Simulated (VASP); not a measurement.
# Ca (P6_3/mmc) in VASP: a series of runs, part 2 of 2

VASP 6.6.1.

### Step 3. Single point, PBE (39.03 Å³/atom)

This run uses another cell than the first one, of 39.03 Å³/atom.

Input file INCAR:

```
PREC = Accurate ; ENCUT = 520
EDIFF = 1E-6 ; ISMEAR = -1
SIGMA = 0.1 ; LREAL = False
LASPH = True ; NELM = 60
ALGO = Normal ; ISIF = 2
LWAVE = False ; LCHARG = True
GGA = PE ; LELF = True
LVHAR = True ; NBANDS = 17
```

Input file KPOINTS:

```
regular mesh
0
Gamma
  11 11 6
```

Input file POSCAR:

```
Ca
1.0
    3.7989671737      0.0000000000      0.0000000000
   -1.8994835868      3.2900020805      0.0000000000
    0.0000000000      0.0000000000      6.2454442351
Ca
2
Direct
    0.3333333333      0.6666666667      0.2500000000
    0.6666666667      0.3333333333      0.7500000000
```

Potentials or basis: VASP PAW PBE potentials, release 64 (Ca_sv).

Command:

```
cat potpaw_PBE.64/Ca_sv/POTCAR > POTCAR
mpirun -np 1 vasp_std > vasp.out
```

OUTCAR:

```text
PREC = Accurate
   ENCUT = 520
   EDIFF = 1E-6
   ISMEAR = -1
   LREAL = False
   LASPH = True
   NELM = 60
   ISIF = 2
   GGA = PE

 ion  position               nearest neighbor table
   1  0.333  0.667  0.250-
   2  0.667  0.333  0.750-

  LATTYP: Found a hexagonal cell.
 ALAT       =     3.7989671737
 C/A-ratio  =     1.6439847857

  Lattice vectors:

 A1 = (   3.7989671737,   0.0000000000,   0.0000000000)
 A2 = (  -1.8994835868,   3.2900020805,   0.0000000000)
 A3 = (   0.0000000000,   0.0000000000,   6.2454442351)

Analysis of symmetry for initial positions (statically):
=====================================================================
 Subroutine PRICEL returns:
 Original cell was already a primitive cell.

 Routine SETGRP: Setting up the symmetry group for a
 hexagonal supercell.

 Subroutine GETGRP returns: Found 24 space group operations
 (whereof 12 operations were pure point group operations)
 out of a pool of 24 trial point group operations.

The static configuration has the point symmetry D_3d.
 The point group associated with its full space group is D_6h.

Analysis of symmetry for dynamics (positions and initial velocities):
=====================================================================
 Subroutine PRICEL returns:
 Original cell was already a primitive cell.

 Routine SETGRP: Setting up the symmetry group for a
 hexagonal supercell.

 Subroutine GETGRP returns: Found 24 space group operations
 (whereof 12 operations were pure point group operations)
 out of a pool of 24 trial point group operations.

The dynamic configuration has the point symmetry D_3d.
 The point group associated with its full space group is D_6h.

 Subroutine INISYM returns: Found 24 space group operations
 (whereof 12 operations are pure point group operations),
 and found     1 'primitive' translations

[... 110 lines left out ...]
   EFERMI_NEDOS =   21; number of points for ismear=-14 and -15
   IALGO  =     38    algorithm
   IMIX   =      4    mixing-type and parameters
     AMIX     =   0.40;   BMIX     =  1.00
     AMIX_MAG =   1.60;   BMIX_MAG =  1.00
  volume/ion in A,a.u.               =      39.03       263.39
  Fermi-wavevector in a.u.,A,eV,Ry     =   1.039784  1.964907 14.709950  1.081151
  Thomas-Fermi vector in A             =   2.174330
   LORBIT       =      0    0 simple, 1 ext, 2 COOP (PROOUT), +10 PAW based schemes
   GGA     = PE    functional components
   LHFCALC =     F    Hartree Fock is set to
   AEXX    =    0.0000 exact exchange contribution
   IVDW    =     0    specifies the selected vdW correction
   LEPSILON=     F    determine dielectric tensor
   LRPA    =     F    only Hartree local field effects (RPA)
 non-spin polarized calculation
  energy-cutoff  :      520.00
  volume of cell :       78.06
 maximum number of plane-waves:      2118
   NGX = 15   NGY = 15   NGZ = 23

 number of electron      20.0000003 magnetization

 Free energy of the ion-electron system (eV)
  ---------------------------------------------------
  ext. energy  EPLUGINS =         0.00000000
  ---------------------------------------------------
  free energy    TOTEN  =        -3.85895428 eV

  energy without entropy =       -3.77690939  energy(sigma->0) =       -3.81793183

 E-fermi :   2.3133     XC(G=0):  -7.9796

 val. band max:        2.2932000714   @ k =   0.3636   0.2727   0.5000
 cond. band min:       2.3137617236   @ k =   0.1818   0.1818   0.0000
 fundamental gap:      0.0205616522
 Fermi energy:         2.3133134540

 k-point     1 :       0.0000    0.0000    0.0000
  band No.  band energies     occupation
      1     -39.5369      2.00000
      2     -39.5179      2.00000
      3     -20.6179      2.00000
      4     -20.4699      2.00000
      5     -20.4699      2.00000
      6     -20.4457      2.00000
[... 457 lines left out ...]
      4     -20.5276      2.00000
      5     -20.5204      2.00000
      6     -20.4878      2.00000
[... 9 lines left out ...]
     16       5.3311      0.00000
     17       5.5450      0.00000

 [... further k-points ...]

------------------------ aborting loop because EDIFF is reached ----------------------------------------

  FORCE on cell =-STRESS in cart. coord.  units (eV):
  Direction    XX          YY          ZZ          XY          YZ          ZX
  --------------------------------------------------------------------------------------
  -------------------------------------------------------------------------------------
  Total        0.8088337      0.8088337      0.8463775      0.0000000     -0.0000000     -0.0000000
  in kB       16.6014024     16.6014024     17.3719928      0.0000000     -0.0000000     -0.0000000
  external PRESSURE =      16.8582659 kB  Pullay stress =       0.0000000 kB

 VOLUME and BASIS-vectors are now :
 -----------------------------------------------------------------------------
  energy-cutoff  :      520.00
  volume of cell :       78.06
      direct lattice vectors                 reciprocal lattice vectors
     3.798967174  0.000000000  0.000000000     0.263229440  0.151975588  0.000000000
    -1.899483587  3.290002080  0.000000000     0.000000000  0.303951176  0.000000000
     0.000000000  0.000000000  6.245444235     0.000000000  0.000000000  0.160116713

 POSITION                                       TOTAL-FORCE (eV/Angst)
 -----------------------------------------------------------------------------------
     -0.00000      2.19333      1.56136         0.000000      0.000000      0.000000
      1.89948      1.09667      4.68408        -0.000000      0.000000     -0.000000
 -----------------------------------------------------------------------------------
    total drift:                               -0.000000      0.000000      0.000000

  FREE ENERGIE OF THE ION-ELECTRON SYSTEM (eV)
  ---------------------------------------------------
  free  energy   TOTEN  =        -3.8589542825 eV

  energy  without entropy=       -3.7769093857  energy(sigma->0) =       -3.81793183
```

stdout:

```text
POSCAR found type information on POSCAR Ca
 POSCAR found :  1 types and       2 ions
 scaLAPACK will be used
 LDA part: xc-table for (Slater+PW92), standard interpolation
 POSCAR, INCAR and KPOINTS ok, starting setup
 FFT: planning ... GRIDC
 FFT: planning ... GRID_SOFT
 FFT: planning ... GRID
 WAVECAR not read
 entering main loop
```

Wall time 30 s (1 thread of Intel Xeon 6975P-C (Granite Rapids), shared host); peak memory 0.22 GiB.

Results:

| Quantity | Value |
| --- | --- |
| Free energy | -3.8590 eV |
| Pressure | 1.7 GPa |
| Band gap on the k mesh | zero (bands 10 and 11 overlap by 0.35 eV) |

### Step 4. Single point, PBE (40.73 Å³/atom)

This run uses another cell than the first one, of 40.73 Å³/atom.

Input file INCAR:

```
PREC = Accurate ; ENCUT = 520
EDIFF = 1E-7 ; ISMEAR = -1
SIGMA = 0.1 ; LREAL = F
LASPH = T ; NELM = 60
ALGO = Normal ; ISIF = 2
LWAVE = F ; LCHARG = F
GGA = PE ; NBANDS = 17
```

Input file KPOINTS:

```
Automatic mesh
0
Gamma
  11 11 6
```

Input file POSCAR:

```
Ca
1.0
    3.8532454666      0.0000000000      0.0000000000
   -1.9266227333      3.3370084611      0.0000000000
    0.0000000000      0.0000000000      6.3346769229
Ca
2
Direct
    0.3333333333      0.6666666667      0.2500000000
    0.6666666667      0.3333333333      0.7500000000
```

Potentials or basis: VASP PAW PBE potentials, release 64 (Ca_sv).

Command:

```
cat potpaw_PBE.64/Ca_sv/POTCAR > POTCAR
mpirun -np 1 vasp_std > vasp.out
```

OUTCAR:

```text
PREC = Accurate
   ENCUT = 520
   EDIFF = 1E-7
   ISMEAR = -1
   LREAL = F
   LASPH = T
   NELM = 60
   ISIF = 2
   GGA = PE

 ion  position               nearest neighbor table
   1  0.333  0.667  0.250-
   2  0.667  0.333  0.750-

  LATTYP: Found a hexagonal cell.
 ALAT       =     3.8532454666
 C/A-ratio  =     1.6439847858

  Lattice vectors:

[... 664 lines left out ...]
     16       5.0691      0.00000
     17       5.2982      0.00000

 [... further k-points ...]

------------------------ aborting loop because EDIFF is reached ----------------------------------------

  FORCE on cell =-STRESS in cart. coord.  units (eV):
  Direction    XX          YY          ZZ          XY          YZ          ZX
  --------------------------------------------------------------------------------------
  -------------------------------------------------------------------------------------
  Total        0.3970348      0.3970348      0.4002375     -0.0000000      0.0000000      0.0000000
  in kB        7.8096346      7.8096346      7.8726316     -0.0000000      0.0000000      0.0000000
  external PRESSURE =       7.8306336 kB  Pullay stress =       0.0000000 kB

 VOLUME and BASIS-vectors are now :
 -----------------------------------------------------------------------------
  energy-cutoff  :      520.00
  volume of cell :       81.45
      direct lattice vectors                 reciprocal lattice vectors
     3.853245467  0.000000000  0.000000000     0.259521489  0.149834801  0.000000000
    -1.926622733  3.337008461  0.000000000     0.000000000  0.299669603  0.000000000
     0.000000000  0.000000000  6.334676923     0.000000000  0.000000000  0.157861247

 POSITION                                       TOTAL-FORCE (eV/Angst)
 -----------------------------------------------------------------------------------
     -0.00000      2.22467      1.58367         0.000000     -0.000000     -0.000000
      1.92662      1.11234      4.75101        -0.000000      0.000000      0.000000
 -----------------------------------------------------------------------------------
    total drift:                               -0.000000      0.000000     -0.000000

  FREE ENERGIE OF THE ION-ELECTRON SYSTEM (eV)
  ---------------------------------------------------
  free  energy   TOTEN  =        -3.8853923065 eV

  energy  without entropy=       -3.8026448284  energy(sigma->0) =       -3.84401857
```

stdout:

```text
POSCAR found type information on POSCAR Ca
 POSCAR found :  1 types and       2 ions
 scaLAPACK will be used
 LDA part: xc-table for (Slater+PW92), standard interpolation
 POSCAR, INCAR and KPOINTS ok, starting setup
 FFT: planning ... GRIDC
 FFT: planning ... GRID_SOFT
 FFT: planning ... GRID
 WAVECAR not read
 entering main loop
```

It took 34 s on 1 thread of Intel Xeon 6975P-C (Granite Rapids), shared host; peak memory 0.23 GiB.

What came out:

```yaml
Free_energy: -3.8854 eV
Pressure: 0.8 GPa
Band_gap_on_the_k_mesh: zero (bands 10 and 11 overlap by 0.39 eV)
```

Levels at points of the mesh, in eV from the Fermi level:
```
           k point  band 7  band 8  band 9  band 10  band 11  band 12  band 13  band 14
(0.00, 0.00, 0.00)  -22.86  -22.85   -4.12    -1.06    -0.19     2.32     2.35     2.35
(0.00, 0.00, 0.50)  -22.87  -22.87   -3.08    -3.08     1.41     1.41     2.34     2.34
```

### Step 5. Single point, PBE (42.42 Å³/atom)

This run uses another cell than the first one, of 42.42 Å³/atom.

Input file INCAR:

```
SYSTEM = Ca
PREC     = Accurate       ! precision mode
ENCUT    = 520            ! plane-wave cutoff, eV
EDIFF    = 1E-6           ! SCF threshold, eV
ISMEAR   = -1             ! smearing method
SIGMA    = 0.1            ! smearing width, eV
LREAL    = .FALSE.        ! projectors in reciprocal space
LASPH    = .TRUE.         ! aspherical terms in the spheres
NELM     = 80             ! most SCF steps
ALGO     = Normal         ! electronic algorithm
ISIF     = 2              ! what is computed and relaxed
LWAVE    = .FALSE.        ! write WAVECAR
LCHARG   = .FALSE.        ! write CHGCAR
GGA      = PE             ! functional
NBANDS   = 17             ! bands
```

Input file KPOINTS:

```
regular mesh
0
G
  11 11 6
  0 0 0
```

Input file POSCAR:

```
Ca
1.0
    3.9060362111      0.0000000000      0.0000000000
   -1.9530181055      3.3827265869      0.0000000000
    0.0000000000      0.0000000000      6.4214641036
Ca
2
Direct
    0.3333333333      0.6666666667      0.2500000000
    0.6666666667      0.3333333333      0.7500000000
```

Command:

```
cat potpaw_PBE.64/Ca_sv/POTCAR > POTCAR
mpirun -np 1 vasp_std > vasp.out
```

It took 36 s on 1 thread of Intel Xeon 6975P-C (Granite Rapids), shared host; peak memory 0.23 GiB.

It converged, with:

```yaml
Free_energy: -3.8942 eV
Pressure: 0.0 GPa
Band_gap_on_the_k_mesh: zero (bands 10 and 11 overlap by 0.42 eV)
```

Levels at points of the mesh, in eV from the Fermi level:
```csv
k point,band 7,band 8,band 9,band 10,band 11,band 12,band 13,band 14
"(0.00, 0.00, 0.00)",-22.96,-22.95,-4.05,-1.04,-0.22,2.26,2.30,2.30
"(0.00, 0.00, 0.50)",-22.97,-22.97,-3.04,-3.04,1.39,1.39,2.29,2.29
```

### Step 6. The runs side by side

| cell | gap on the mesh (eV) | pressure (GPa) |
| --- | --- | --- |
| a = 3.743, b = 3.743, c = 6.154 Å, angles 90.0, 90.0, 120.0°, 2 atoms | none | 2.8 |
| a = 3.799, b = 3.799, c = 6.245 Å, angles 90.0, 90.0, 120.0°, 2 atoms | none | 1.7 |
| a = 3.853, b = 3.853, c = 6.335 Å, angles 90.0, 90.0, 120.0°, 2 atoms | none | 0.8 |
| a = 3.906, b = 3.906, c = 6.421 Å, angles 90.0, 90.0, 120.0°, 2 atoms | none | 0.0 |

Alike in all rows: task single point; level PBE; potentials or basis VASP PAW PBE potentials, release 64 (Ca_sv); no spin polarisation; k mesh 11 × 11 × 6; cutoff (eV) 520; smearing fermi-dirac 0.1 eV.

Total energies depend on the potentials used, so only differences within one code and one set of settings carry meaning.

The gap in the log of VASP goes by the Fermi energy; the results here count the filled bands.